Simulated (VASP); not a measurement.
# Ca4CF10 in VASP: single point with PBE

Aim: the single point of Ca4CF10 with PBE.

Program: VASP 6.6.1. These are calculated values, not measurements. Logs are shortened: lines on timing, memory, paths and dates and some standing lists are left out, and cuts for length are marked.

### 1 The cell of the first run

The cell holds a slab with vacuum, 15 atoms: a = 5.407 Å, b = 5.407 Å, c = 16.055 Å, α = 90.00°, β = 90.00°, γ = 90.00°.

### 2 Single point, PBE

The input, INCAR:

```
SYSTEM = Ca4CF10
PREC = Accurate
ENCUT = 1010
EDIFF = 1E-6
ISMEAR = -1
SIGMA = 0.02
LREAL = Auto
LASPH = .TRUE.
NELM = 120
ALGO = Normal
ISIF = 2
LWAVE = .FALSE.
LCHARG = .TRUE.
GGA = PE
LELF = .TRUE.
LVHAR = .TRUE.
NBANDS = 70
GGA_COMPAT = .FALSE.
NELMDL = -8
```

The input, KPOINTS:

```
regular mesh
0
G
  2 2 1
  0 0 0
```

The input, POSCAR:

```
Ca4CF10
1.0
    5.4066000000      0.0000000000      0.0000000000
    0.0000000000      5.4066000000      0.0000000000
    0.0000000000      0.0000000000     16.0549500000
Ca F C
4 10 1
Direct
    0.0000000000      0.0000000000      0.0622861000
   -0.0039337668      0.6689113612      0.2548966824
    0.5108490060      0.1468420987      0.2479416162
    0.5000000000      0.5000000000      0.0622861000
    0.1691878402      0.9900313479      0.1894606278
    0.3250557149      0.4818387340      0.1933507018
    0.1419283069      0.3448153794      0.0123861885
    0.3593601556      0.8446370839      0.0124046368
    0.8304359168      0.6664114655      0.1228974607
    0.6704543356      0.1668776978      0.1197817799
    0.8722761018      0.2901881535      0.3103613476
    0.6265541098      0.7908027861      0.2953209133
   -0.0643423474      0.0754510252      0.4426072704
    0.2596409050      0.2062605057      0.3820586783
    0.0577678809      0.0507049120      0.3724891434
```

Potentials or basis: VASP PAW PBE potentials, release 64 (Ca_sv, F_h, C_h).

Launch:

```sh
$ cat potpaw_PBE.64/Ca_sv/POTCAR potpaw_PBE.64/F_h/POTCAR potpaw_PBE.64/C_h/POTCAR > POTCAR
$ mpirun -np 1 vasp_std > vasp.out
```

OUTCAR:

```text
SYSTEM = Ca4CF10
   PREC = Accurate
   ENCUT = 1010
   EDIFF = 1E-6
   ISMEAR = -1
   LREAL = Auto
   LASPH = .TRUE.
   NELM = 120
   ISIF = 2
   GGA = PE
   NELMDL = -8

 ion  position               nearest neighbor table
   1  0.000  0.000  0.062-   7 2.17  10 2.20   5 2.24   9 2.25   8 2.26
   2  0.996  0.669  0.255-  12 2.20   5 2.23   6 2.27   9 2.30  11 2.33
   3  0.511  0.147  0.248-  12 2.16  10 2.23   5 2.24   6 2.25  11 2.33
   4  0.500  0.500  0.062-   8 2.17  10 2.22   9 2.22   7 2.26   6 2.31
   5  0.169  0.990  0.189-   2 2.23   1 2.24   3 2.24
   6  0.325  0.482  0.193-   3 2.25   2 2.27   4 2.31
   7  0.142  0.345  0.012-   1 2.17   4 2.26
   8  0.359  0.845  0.012-   4 2.17   1 2.26
   9  0.830  0.666  0.123-   4 2.22   1 2.25   2 2.30
  10  0.670  0.167  0.120-   1 2.20   4 2.22   3 2.23
  11  0.872  0.290  0.310-   3 2.33   2 2.33
  12  0.627  0.791  0.295-   3 2.16   2 2.20
  13  0.936  0.075  0.443-  15 1.31
  14  0.260  0.206  0.382-  15 1.39
  15  0.058  0.051  0.372-  13 1.31  14 1.39

  LATTYP: Found a simple tetragonal cell.
 ALAT       =     5.4066000000
 C/A-ratio  =     2.9695094884

  Lattice vectors:

 A1 = (   5.4066000000,   0.0000000000,   0.0000000000)
 A2 = (   0.0000000000,   5.4066000000,   0.0000000000)
 A3 = (   0.0000000000,   0.0000000000,  16.0549500000)

Analysis of symmetry for initial positions (statically):
=====================================================================
 Subroutine PRICEL returns:
 Original cell was already a primitive cell.

 Routine SETGRP: Setting up the symmetry group for a
 simple tetragonal supercell.

 Subroutine GETGRP returns: Found  1 space group operations
 (whereof  1 operations were pure point group operations)
 out of a pool of 16 trial point group operations.

The static configuration has the point symmetry C_1 .

Analysis of symmetry for dynamics (positions and initial velocities):
=====================================================================
 Subroutine PRICEL returns:
 Original cell was already a primitive cell.

 Routine SETGRP: Setting up the symmetry group for a
 simple tetragonal supercell.

 Subroutine GETGRP returns: Found  1 space group operations
 (whereof  1 operations were pure point group operations)
 out of a pool of 16 trial point group operations.

The dynamic configuration has the point symmetry C_1 .

 Subroutine INISYM returns: Found  1 space group operations
 (whereof  1 operations are pure point group operations),
 and found     1 'primitive' translations

----------------------------------------------------------------------------------------

                                     Primitive cell

  volume of cell :     469.3074

  direct lattice vectors                    reciprocal lattice vectors
     5.406600000  0.000000000  0.000000000     0.184959124  0.000000000  0.000000000
     0.000000000  5.406600000  0.000000000     0.000000000  0.184959124  0.000000000
     0.000000000  0.000000000 16.054950000     0.000000000  0.000000000  0.062286086

  length of vectors
     5.406600000  5.406600000 16.054950000     0.184959124  0.184959124  0.062286086

  position of ions in fractional coordinates (direct lattice)
     0.000000000  0.000000000  0.062286100
     0.996066233  0.668911361  0.254896682
     0.510849006  0.146842099  0.247941616
     0.500000000  0.500000000  0.062286100
     0.169187840  0.990031348  0.189460628
     0.325055715  0.481838734  0.193350702
     0.141928307  0.344815379  0.012386189
     0.359360156  0.844637084  0.012404637
     0.830435917  0.666411465  0.122897461
     0.670454336  0.166877698  0.119781780
     0.872276102  0.290188153  0.310361348
     0.626554110  0.790802786  0.295320913
     0.935657653  0.075451025  0.442607270
     0.259640905  0.206260506  0.382058678
     0.057767881  0.050704912  0.372489143

  ion indices of the primitive-cell ions
   primitive index   ion index
                 1           1
                 2           2
                 3           3
                 4           4
                 5           5
                 6           6
                 7           7
                 8           8
                 9           9
                10          10
                11          11
                12          12
                13          13
                14          14
                15          15

----------------------------------------------------------------------------------------

 KPOINTS: regular mesh

Automatic generation of k-mesh.
 Grid dimensions read from file:
 generate k-points for:    2    2    1

 Generating k-lattice:

  Cartesian coordinates                     Fractional coordinates (reciprocal lattice)
     0.092479562  0.000000000  0.000000000     0.500000000  0.000000000  0.000000000
     0.000000000  0.092479562  0.000000000     0.000000000  0.500000000  0.000000000
     0.000000000  0.000000000  0.062286086     0.000000000  0.000000000  1.000000000

  Length of vectors
     0.092479562  0.092479562  0.062286086

  Shift w.r.t. Gamma in fractional coordinates (k-lattice)
     0.000000000  0.000000000  0.000000000

 Subroutine IBZKPT returns following result:
 ===========================================

 Found      4 irreducible k-points:

 Following reciprocal coordinates:
            Coordinates               Weight
  0.000000  0.000000  0.000000      1.000000
  0.500000  0.000000  0.000000      1.000000
  0.000000  0.500000  0.000000      1.000000
  0.500000  0.500000  0.000000      1.000000
   k-points           NKPTS =      4   k-points in BZ     NKDIM =      4   number of bands    NBANDS=     70
   number of dos      NEDOS =    301   number of ions     NIONS =     15
   total plane-waves  NPLWV = 526848
   dimension x,y,z NGX =    56 NGY =   56 NGZ =  168
   dimension x,y,z NGXF=   112 NGYF=  112 NGZF=  336
   ions per type =               4  10   1
   NGX,Y,Z   is equivalent  to a cutoff of  17.22, 17.22, 17.40 a.u.
   NGXF,Y,Z  is equivalent  to a cutoff of  34.44, 34.44, 34.79 a.u.
 SYSTEM =  Ca4CF10
   PREC   = accura    normal or accurate (medium, high low for compatibility)
   ISTART =      0    job   : 0-new  1-cont  2-samecut
   ICHARG =      2    charge: 1-file 2-atom 10-const
   ISPIN  =      1    spin polarized calculation?
   LNONCOLLINEAR =      F non collinear calculations
   LSORBIT =      F    spin-orbit coupling
   LASPH  =      T    aspherical Exc in radial PAW
   ENCUT  = 1010.0 eV  74.23 Ry    8.62 a.u.  14.01 14.01 41.60*2*pi/ulx,y,z
   NELM   =    120;   NELMIN=  2; NELMDL= -8     # of ELM steps
   EDIFF  = 0.1E-05   stopping-criterion for ELM
   LREAL  =      T    real-space projection
   EDIFFG = 0.1E-04   stopping-criterion for IOM
   NSW    =      0    number of steps for IOM
   IBRION =     -1    ionic relax: 0-MD 1-quasi-New 2-CG
   NFREE  =      0    steps in history (QN), initial steepest desc. (CG)
   ISIF   =      2    stress and relaxation
   ISYM   =      2    0-nonsym 1-usesym 2-fastsym
   POTIM  = 0.5000    time-step for ionic-motion
   TEBEG  =    0.0;   TEEND  =   0.0 temperature during run
   PSTRESS=    0.0 pullay stress
   NELECT =     114.0000    total number of electrons
   NUPDOWN=      -1.0000    fix difference up-down
   EMIN   =  10.00;   EMAX   =-10.00  energy-range for DOS
   EFERMI =   0.00;   METHOD = LEGACY
   ISMEAR =    -1;   SIGMA  =   0.02  broadening in eV -4-tet -1-fermi 0-gaus
   EFERMI_NEDOS =   21; number of points for ismear=-14 and -15
   IALGO  =     38    algorithm
   IMIX   =      4    mixing-type and parameters
     AMIX     =   0.40;   BMIX     =  1.00
     AMIX_MAG =   1.60;   BMIX_MAG =  1.00
  volume/ion in A,a.u.               =      31.29       211.14
  Fermi-wavevector in a.u.,A,eV,Ry     =   1.021466  1.930291 14.196224  1.043393
  Thomas-Fermi vector in A             =   2.155092
   LORBIT       =      0    0 simple, 1 ext, 2 COOP (PROOUT), +10 PAW based schemes
   GGA     = PE    functional components
   LHFCALC =     F    Hartree Fock is set to
   AEXX    =    0.0000 exact exchange contribution
   IVDW    =     0    specifies the selected vdW correction
   LEPSILON=     F    determine dielectric tensor
   LRPA    =     F    only Hartree local field effects (RPA)
 non-spin polarized calculation
  energy-cutoff  :     1010.00
  volume of cell :      469.31
 maximum number of plane-waves:     34320
   NGX = 29   NGY = 29   NGZ = 83

 number of electron     113.9999997 magnetization

 Free energy of the ion-electron system (eV)
  ---------------------------------------------------
  ext. energy  EPLUGINS =         0.00000000
  ---------------------------------------------------
  free energy    TOTEN  =       -81.20683804 eV

  energy without entropy =      -81.20683804  energy(sigma->0) =      -81.20683804

 E-fermi :  -3.3211     XC(G=0):  -4.8480

 val. band max:       -3.8046571252   @ k =   0.5000   0.5000   0.0000
 cond. band min:       0.4001991637   @ k =   0.5000   0.0000   0.0000
 fundamental gap:      4.2048562889
 Fermi energy:        -3.3210856886

 k-point     1 :       0.0000    0.0000    0.0000
  band No.  band energies     occupation
      1     -41.1416      2.00000
      2     -41.1121      2.00000
      3     -41.0311      2.00000
      4     -40.9654      2.00000
      5     -29.9306      2.00000
      6     -28.1268      2.00000
[... 61 lines left out ...]
     68       4.1634      0.00000
     69       4.2201      0.00000

 k-point     2 :       0.5000    0.0000    0.0000
  band No.  band energies     occupation
      1     -41.1343      2.00000
      2     -41.1191      2.00000
      3     -41.0287      2.00000
      4     -40.9678      2.00000
      5     -29.9287      2.00000
      6     -28.1299      2.00000
[... 61 lines left out ...]
     68       4.0715      0.00000
     69       4.1796      0.00000

 k-point     3 :       0.0000    0.5000    0.0000
  band No.  band energies     occupation
      1     -41.1349      2.00000
      2     -41.1186      2.00000
      3     -41.0287      2.00000
      4     -40.9677      2.00000
      5     -29.9305      2.00000
      6     -28.1269      2.00000
[... 61 lines left out ...]
     68       4.0878      0.00000
     69       4.1950      0.00000

 k-point     4 :       0.5000    0.5000    0.0000
  band No.  band energies     occupation
      1     -41.1341      2.00000
      2     -41.1190      2.00000
      3     -41.0287      2.00000
      4     -40.9677      2.00000
      5     -29.9287      2.00000
      6     -28.1299      2.00000
[... 61 lines left out ...]
     68       4.2307      0.00000
     69       4.2792      0.00000
 [bands above 69 left out]

------------------------ aborting loop because EDIFF is reached ----------------------------------------

  FORCE on cell =-STRESS in cart. coord.  units (eV):
  Direction    XX          YY          ZZ          XY          YZ          ZX
  --------------------------------------------------------------------------------------
  -------------------------------------------------------------------------------------
  Total        1.0887563      5.6336657      0.3732395      0.1111616     -0.1808172     -0.0102464
  in kB        3.7169251     19.2328752      1.2742091      0.3794965     -0.6172953     -0.0349803
  external PRESSURE =       8.0746698 kB  Pullay stress =       0.0000000 kB

 VOLUME and BASIS-vectors are now :
 -----------------------------------------------------------------------------
  energy-cutoff  :     1010.00
  volume of cell :      469.31
      direct lattice vectors                 reciprocal lattice vectors
     5.406600000  0.000000000  0.000000000     0.184959124  0.000000000  0.000000000
     0.000000000  5.406600000  0.000000000     0.000000000  0.184959124  0.000000000
     0.000000000  0.000000000 16.054950000     0.000000000  0.000000000  0.062286086

 POSITION                                       TOTAL-FORCE (eV/Angst)
 -----------------------------------------------------------------------------------
      0.00000      0.00000      1.00000         0.901727     -0.126462     -0.171085
      5.38533      3.61654      4.09235         0.030838     -0.006233      0.028521
      2.76196      0.79392      3.98069        -0.008991      0.035086      0.017538
      2.70330      2.70330      1.00000        -0.914012      0.087367      0.100697
      0.91473      5.35270      3.04178        -0.001722      0.012167     -0.006177
      1.75745      2.60511      3.10424         0.002552      0.005005     -0.009024
      0.76735      1.86428      0.19886        -0.008950      0.036889     -0.037170
      1.94292      4.56661      0.19916         0.021085      0.035620     -0.030781
      4.48983      3.60302      1.97311         0.002965     -0.009822     -0.001775
      3.62488      0.90224      1.92309        -0.004888     -0.008384      0.014357
      4.71605      1.56893      4.98284         0.011301     -0.023597      0.043705
      3.38753      4.27555      4.74136        -0.028712     -0.048357      0.035212
      5.05873      0.40793      7.10604        -0.010587     -0.007603      0.011328
      1.40377      1.11517      6.13393         0.053380      0.030636      0.008635
      0.31233      0.27414      5.98029        -0.045985     -0.012314     -0.003983
 -----------------------------------------------------------------------------------
    total drift:                               -0.001330      0.013124      0.002547

  FREE ENERGIE OF THE ION-ELECTRON SYSTEM (eV)
  ---------------------------------------------------
  free  energy   TOTEN  =       -81.2068380437 eV

  energy  without entropy=      -81.2068380437  energy(sigma->0) =      -81.20683804
```

It took 9.5 min on 1 thread of Intel Xeon 6975P-C (Granite Rapids), shared host; peak memory 1.1 GiB.

What came out:

```
Free energy            : -81.2068 eV
Largest force          : 0.926 eV/Å
Band gap on the k mesh : 4.20 eV (least direct gap 4.27 eV)
```

Forces on the atoms (eV/Å):
```
Ca   0.902 -0.126 -0.171
Ca   0.031 -0.006  0.029
Ca  -0.009  0.035  0.018
Ca  -0.914  0.087  0.101
F   -0.002  0.012 -0.006
F    0.003  0.005 -0.009
F   -0.009  0.037 -0.037
F    0.021  0.036 -0.031
F    0.003 -0.010 -0.002
F   -0.005 -0.008  0.014
F    0.011 -0.024  0.044
F   -0.029 -0.048  0.035
F   -0.011 -0.008  0.011
F    0.053  0.031  0.009
C   -0.046 -0.012 -0.004
```

Caveat: the k points lie up to 0.58 Å⁻¹ apart; there is no dipole correction, which matters where the two faces differ.
